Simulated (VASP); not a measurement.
Input of a VASP 6.6.1 run:

File POSCAR:

```
WC
1.0
    0.0000000000      2.2215384142      2.2215384142
    2.2215384142      0.0000000000      2.2215384142
    2.2215384142      2.2215384142      0.0000000000
W C
1 1
Direct
    0.0000000000      0.0000000000      0.0000000000
    0.5000000000      0.5000000000      0.5000000000
```

Contents of INCAR.step1:

```
  PREC = Accurate
  ENCUT = 520
  ISMEAR = -1
  SIGMA = 0.05
  LREAL = F
  LASPH = T
  NELM = 80
  NBANDS = 16
  GGA = PE
  ALGO = Normal
  EDIFF = 1E-4
  LWAVE = T
  LCHARG = F
```

Contents of INCAR.step2:

```
  PREC = Accurate
  ENCUT = 520
  EDIFF = 1E-6
  ISMEAR = -1
  SIGMA = 0.05
  LREAL = F
  LASPH = T
  NELM = 80
  ALGO = Normal
  ISIF = 2
  LWAVE = F
  LCHARG = F
  METAGGA = R2SCAN
  LMIXTAU = T
  NBANDS = 16
  ISTART = 1
```

File KPOINTS:

```
regular mesh
0
Gamma
  10 10 10
```

Potentials or basis: VASP PAW PBE potentials, release 64 (W_sv, C).

Command:

```bash
$ cat potpaw_PBE.64/W_sv/POTCAR potpaw_PBE.64/C/POTCAR > POTCAR
$ cp INCAR.step1 INCAR
$ mpirun -np 1 vasp_std > vasp.out
$ cp INCAR.step2 INCAR
$ mpirun -np 1 vasp_std > vasp.out
```

Q: Estimate the band gap on the k mesh.

A: Zero (band 9 reaches 12.83 eV, above the bottom of band 10 at 9.70 eV).

Q: Estimate the pressure.

A: -16.9 GPa.

Caveat: the PAW data sets were made with another functional, which shifts forces and pressure a little; spin-orbit coupling is left out, which moves the levels of the heavy elements.
